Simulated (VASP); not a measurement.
# In (Pm-3m) in VASP: notebook, part 2 of 2

VASP 6.6.1.

## 5. Single point, RPBE

This run uses another cell than the first one, of 31.03 Å³/atom, 1.136 times its volume.

INCAR reads:

```
SYSTEM = In
ALGO = Normal ; EDIFF = 1E-6
ENCUT = 520 ; GGA = RP
ISIF = 2 ; ISMEAR = -1
LASPH = .TRUE. ; LCHARG = .FALSE.
LREAL = .FALSE. ; LWAVE = .FALSE.
NBANDS = 12 ; NELM = 60
PREC = Accurate ; SIGMA = 0.1
```

KPOINTS reads:

```
k-points
0
G
  10 10 10
  0 0 0
```

POSCAR reads:

```
In
1.0
    3.1424461251      0.0000000000      0.0000000000
    0.0000000000      3.1424461251      0.0000000000
    0.0000000000      0.0000000000      3.1424461251
In
1
Direct
    0.0000000000      0.0000000000      0.0000000000
```

Potentials or basis: VASP PAW PBE potentials, release 64 (In_d).

Command:

```
$ cat potpaw_PBE.64/In_d/POTCAR > POTCAR
$ mpirun -np 1 vasp_std > vasp.out
```

OUTCAR:

```text
SYSTEM = In
   EDIFF = 1E-6
   ENCUT = 520
   GGA = RP
   ISIF = 2
   ISMEAR = -1
   LASPH = .TRUE.
   LREAL = .FALSE.
   NELM = 60
   PREC = Accurate

 ion  position               nearest neighbor table
   1  0.000  0.000  0.000-

  LATTYP: Found a simple cubic cell.
 ALAT       =     3.1424461251

  Lattice vectors:

 A1 = (   3.1424461251,   0.0000000000,   0.0000000000)
 A2 = (   0.0000000000,   3.1424461251,   0.0000000000)
 A3 = (   0.0000000000,   0.0000000000,   3.1424461251)

Analysis of symmetry for initial positions (statically):
=====================================================================
 Subroutine PRICEL returns:
 Original cell was already a primitive cell.

 Routine SETGRP: Setting up the symmetry group for a
 simple cubic supercell.

 Subroutine GETGRP returns: Found 48 space group operations
 (whereof 48 operations were pure point group operations)
 out of a pool of 48 trial point group operations.

The static configuration has the point symmetry O_h .

Analysis of symmetry for dynamics (positions and initial velocities):
[... 167 lines left out ...]
      2      -9.1567      2.00000
      3      -8.5921      2.00000
      4      -8.5921      2.00000
      5      -8.5921      2.00000
      6      -2.7835      2.00000
      7      12.6079      0.00000
      8      12.6079      0.00000
      9      12.6079      0.00000
     10      15.6341      0.00000
     11      15.6341      0.00000
     12      16.5723      0.00000
[... 331 lines left out ...]
 k-point    24 :       0.3000    0.1000    0.1000
  band No.  band energies     occupation
      1      -9.0733      2.00000
      2      -8.8574      2.00000
      3      -8.7140      2.00000
      4      -8.7097      2.00000
      5      -8.6131      2.00000
      6      -1.0506      2.00000
      7       6.1592      0.05024
      8      12.2536      0.00000
      9      12.5359      0.00000
     10      18.2564      0.00000
     11      18.2825      0.00000
     12      19.8008      0.00000

 [... further k-points ...]

------------------------ aborting loop because EDIFF is reached ----------------------------------------

  FORCE on cell =-STRESS in cart. coord.  units (eV):
  Direction    XX          YY          ZZ          XY          YZ          ZX
  --------------------------------------------------------------------------------------
  -------------------------------------------------------------------------------------
  Total       -0.0090824     -0.0090824     -0.0090824     -0.0000000     -0.0000000      0.0000000
  in kB       -0.4689321     -0.4689321     -0.4689321     -0.0000000     -0.0000000      0.0000000
  external PRESSURE =      -0.4689321 kB  Pullay stress =       0.0000000 kB

 VOLUME and BASIS-vectors are now :
 -----------------------------------------------------------------------------
  energy-cutoff  :      520.00
  volume of cell :       31.03
      direct lattice vectors                 reciprocal lattice vectors
     3.142446125  0.000000000  0.000000000     0.318223435  0.000000000  0.000000000
     0.000000000  3.142446125  0.000000000     0.000000000  0.318223435  0.000000000
     0.000000000  0.000000000  3.142446125     0.000000000  0.000000000  0.318223435

 POSITION                                       TOTAL-FORCE (eV/Angst)
 -----------------------------------------------------------------------------------
      0.00000      0.00000      0.00000         0.000000      0.000000      0.000000
 -----------------------------------------------------------------------------------
    total drift:                                0.000000     -0.000000      0.000000

  FREE ENERGIE OF THE ION-ELECTRON SYSTEM (eV)
  ---------------------------------------------------
  free  energy   TOTEN  =        -2.1148849216 eV

  energy  without entropy=       -2.0969413178  energy(sigma->0) =       -2.10591312
```

OSZICAR:

```text
N       E                     dE             d eps       ncg     rms          rms(c)
DAV:   1     0.810351371167E+02    0.81035E+02   -0.62674E+03  1364   0.130E+03
DAV:   2     0.216697422328E+01   -0.78868E+02   -0.76418E+02  1392   0.293E+02
DAV:   3    -0.202077429087E+01   -0.41877E+01   -0.41761E+01  1592   0.677E+01
DAV:   4    -0.211867437758E+01   -0.97900E-01   -0.97865E-01  1644   0.108E+01
DAV:   5    -0.212367177619E+01   -0.49974E-02   -0.49971E-02  1868   0.210E+00    0.193E+00
DAV:   6    -0.211430699854E+01    0.93648E-02   -0.24341E-02  1648   0.294E+00    0.102E+00
DAV:   7    -0.211449844563E+01   -0.19145E-03   -0.10168E-02  1668   0.174E+00    0.217E-01
DAV:   8    -0.211486214531E+01   -0.36370E-03   -0.11928E-03  1528   0.471E-01    0.260E-02
DAV:   9    -0.211488201544E+01   -0.19870E-04   -0.37242E-05  1652   0.680E-02    0.136E-02
DAV:  10    -0.211488462002E+01   -0.26046E-05   -0.41016E-06  1504   0.200E-02    0.341E-03
DAV:  11    -0.211488492161E+01   -0.30158E-06   -0.23153E-07   884   0.438E-03
   1 F= -.21148849E+01 E0= -.21059131E+01  d E =-.179436E-01
```

stdout:

```text
POSCAR found type information on POSCAR In
 POSCAR found :  1 types and       1 ions
 scaLAPACK will be used
 -----------------------------------------------------------------------------
|                                                                             |
|                                                                             |
|     You enforced a specific xc type in the INCAR file but a different       |
|     I HOPE YOU KNOW WHAT YOU ARE DOING!                                     |
|                                                                             |
 -----------------------------------------------------------------------------

 LDA part: xc-table for (Slater+PW92), standard interpolation
 POSCAR, INCAR and KPOINTS ok, starting setup
 FFT: planning ... GRIDC
 FFT: planning ... GRID_SOFT
 FFT: planning ... GRID
 WAVECAR not read
 entering main loop
```

It took 5.8 s on 1 thread of Intel Xeon 6975P-C, shared host; peak memory 0.15 GiB.

Results:

| Item | Value |
| --- | --- |
| Free energy | -2.1149 eV |
| Pressure | 0.0 GPa |

Caveat: the PAW data sets were made with another functional, which shifts forces and pressure a little; spin-orbit coupling is left out, which moves the levels of the heavy elements.

## 6. Single point, RPBE (volume scaled by 1.04)

INCAR reads:

```
SYSTEM = In
PREC = Accurate
ENCUT = 520
EDIFF = 1E-7
ISMEAR = -1
SIGMA = 0.1
LREAL = .False.
LASPH = .True.
NELM = 60
ALGO = Normal
ISIF = 2
LWAVE = .False.
LCHARG = .True.
GGA = RP
LELF = .True.
LVHAR = .True.
NBANDS = 12
```

KPOINTS reads:

```
regular mesh
0
Gamma
  11 11 11
  0 0 0
```

POSCAR reads:

```
In
1.0
    3.1837988426      0.0000000000      0.0000000000
    0.0000000000      3.1837988426      0.0000000000
    0.0000000000      0.0000000000      3.1837988426
In
1
Direct
    0.0000000000      0.0000000000      0.0000000000
```

Potentials or basis: VASP PAW PBE potentials, release 64 (In_d).

Command:

```
$ cat potpaw_PBE.64/In_d/POTCAR > POTCAR
$ mpirun -np 1 vasp_std > vasp.out
```

Run time: 7.4 s. Hardware: 1 thread of Intel Xeon 6975P-C, shared host; peak memory 0.15 GiB.

The run converged. Its results:

| Property | Result |
| --- | --- |
| Free energy | -2.1087 eV |
| Pressure | -0.8 GPa |

Levels at points of the mesh, in eV from the Fermi level:
| k point | band 3 | band 4 | band 5 | band 6 | band 7 | band 8 | band 9 | band 10 |
| --- | --- | --- | --- | --- | --- | --- | --- | --- |
| (0.00, 0.00, 0.00) | -14.35 | -14.35 | -14.35 | -8.32 | 6.66 | 6.66 | 6.66 | 9.66 |

Caveat: the cell differs from its parent crystal (volume scaled by 1.04); the PAW data sets were made with another functional, which shifts forces and pressure a little; spin-orbit coupling is left out, which moves the levels of the heavy elements.

## 7. Relaxation of cell and atoms, RPBE

This run uses another cell than the first one, of 28.24 Å³/atom, 1.034 times its volume.

INCAR reads:

```
SYSTEM = In
ALGO = Normal
EDIFF = 1E-6
EDIFFG = -0.01
ENCUT = 600
GGA = RP
IBRION = 2
ISIF = 3
ISMEAR = -1
LASPH = .True.
LCHARG = .False.
LREAL = .False.
LWAVE = .False.
NELM = 80
NSW = 80
PREC = Accurate
SIGMA = 0.1
```

KPOINTS reads:

```
k-points
0
Gamma
  10 10 10
  0 0 0
```

POSCAR reads:

```
In
1.0
    3.0450626401      0.0000000000      0.0000000000
    0.0000000000      3.0450626401      0.0000000000
    0.0000000000      0.0000000000      3.0450626401
In
1
Direct
    0.0000000000      0.0000000000      0.0000000000
```

Command:

```
$ cat potpaw_PBE.64/In_d/POTCAR > POTCAR
$ mpirun -np 1 vasp_std > vasp.out
```

Run time: 14 s. Hardware: 1 thread of Intel Xeon 6975P-C, shared host; peak memory 0.15 GiB.

Results (log left out):

```yaml
Free_energy: -2.1142 eV
Relaxed_volume: 31.04 Å³/atom
Relaxed_cell: a = 3.143 Å, b = 3.143 Å, c = 3.143 Å, α = 90.00°, β = 90.00°, γ = 90.00°
Space_group_after_relaxing_to_0.05_Å: Pm-3m (No. 221)
Energy_gained_by_relaxing: 26.0 meV/atom
Ionic_steps: 3
Pressure_after_relaxing: 0.0 GPa
```

Step by step:
```
step  energy change (eV)  largest force (eV/Å)  pressure (GPa)  volume (Å³)
   1              0.0000                0.0000            3.27        28.24
   2             -0.0256                0.0000            0.34        30.66
   3             -0.0260                0.0000           -0.02        31.04
```

Final structure:
```cif
data_structure
_symmetry_space_group_name_H-M 'P 1'
_symmetry_Int_Tables_number 1
_cell_length_a 3.1427
_cell_length_b 3.1427
_cell_length_c 3.1427
_cell_angle_alpha 90.000
_cell_angle_beta 90.000
_cell_angle_gamma 90.000
_cell_volume 31.04
loop_
_atom_site_label
_atom_site_type_symbol
_atom_site_fract_x
_atom_site_fract_y
_atom_site_fract_z
_atom_site_occupancy
In1 In 0.00000 0.00000 0.00000 1
```

Levels at points of the mesh, in eV from the Fermi level:
```
           k point  band 3  band 4  band 5  band 6  band 7  band 8  band 9  band 10
(0.00, 0.00, 0.00)  -14.39  -14.39  -14.39   -8.58    6.81    6.81    6.81     9.84
(0.50, 0.00, 0.00)  -14.54  -14.54  -14.37   -5.33   -3.10    9.57    9.57    12.20
(0.50, 0.50, 0.00)  -14.52  -14.52  -14.22   -1.94   -0.56   -0.56    3.75    12.66
(0.50, 0.50, 0.50)  -14.73  -14.21  -14.21    1.92    1.92    1.92    1.98     6.82
```

Caveat: the PAW data sets were made with another functional, which shifts forces and pressure a little; spin-orbit coupling is left out, which moves the levels of the heavy elements.

## 8. Summary

```tsv
task	cell	k mesh	cutoff (eV)	gap on the mesh (eV)	pressure (GPa)
single point	a = 3.011 Å, 1 atom	11 × 11 × 11	520	none	4.8
single point	a = 3.056 Å, 1 atom	11 × 11 × 11	520	none	2.9
single point	a = 3.100 Å, 1 atom	11 × 11 × 11	520	none	1.3
single point	a = 3.142 Å, 1 atom	10 × 10 × 10	520	none	0.0
single point	a = 3.184 Å, 1 atom	11 × 11 × 11	520	none	-0.8
relaxation of cell and atoms	relaxed from a = 3.045 Å, 1 atom	10 × 10 × 10	600	none	0.0
```

Alike in all rows: level RPBE; potentials or basis VASP PAW PBE potentials, release 64 (In_d); no spin polarisation; smearing fermi-dirac 0.1 eV.

Caveats: the PAW data sets were made with another functional, which shifts forces and pressure a little; spin-orbit coupling is left out, which moves the levels of the heavy elements.

Total energies depend on the potentials used, so only differences within one code and one set of settings carry meaning.
